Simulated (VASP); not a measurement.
Input of a VASP 6.6.1 run:

INCAR

```
PREC = Accurate
ENCUT = 520
EDIFF = 1E-6
ISMEAR = 0
SIGMA = 0.05
LREAL = False
LASPH = True
NELM = 80
ALGO = Normal
ISIF = 2
LWAVE = False
LCHARG = True
GGA = PE
LELF = True
LVHAR = True
NBANDS = 26
```

The input KPOINTS:

```
regular mesh
0
Gamma
  1 1 1
```

POSCAR

```
MgS
1.0
   11.1000000000      0.0000000000      0.0000000000
    0.0000000000     11.4000000000      0.0000000000
    0.0000000000      0.0000000000     11.7000000000
Mg S
4 4
Direct
    0.4076845379      0.4079319183      0.4102728322
    0.4057109379      0.5911071770      0.5865117038
    0.5945444665      0.4109332282      0.5876838642
    0.5927597184      0.5917900472      0.4091824670
    0.6234866255      0.3820393016      0.3834334877
    0.6209207265      0.6211915580      0.6134852717
    0.3793043952      0.3811744892      0.6148760649
    0.3769416006      0.6172776509      0.3818920930
```

Potentials or basis: VASP PAW PBE potentials, release 64 (Mg, S).

Run with:

```bash
$ cat potpaw_PBE.64/Mg/POTCAR potpaw_PBE.64/S/POTCAR > POTCAR
$ mpirun -np 1 vasp_gam > vasp.out
```

Task: Estimate the gap between the frontier levels.

Result: 2.91 eV.

Task: What does it give for the largest force?

Result: 0.066 eV/Å.

Forces in eV/Å, atoms in the order of the input:
```
Mg   0.036  0.036  0.036
Mg   0.037 -0.037 -0.036
Mg  -0.038  0.034 -0.036
Mg  -0.038 -0.038  0.038
S   -0.002  0.003  0.000
S   -0.002 -0.001 -0.002
S    0.003  0.002 -0.001
S    0.004  0.000  0.000
```
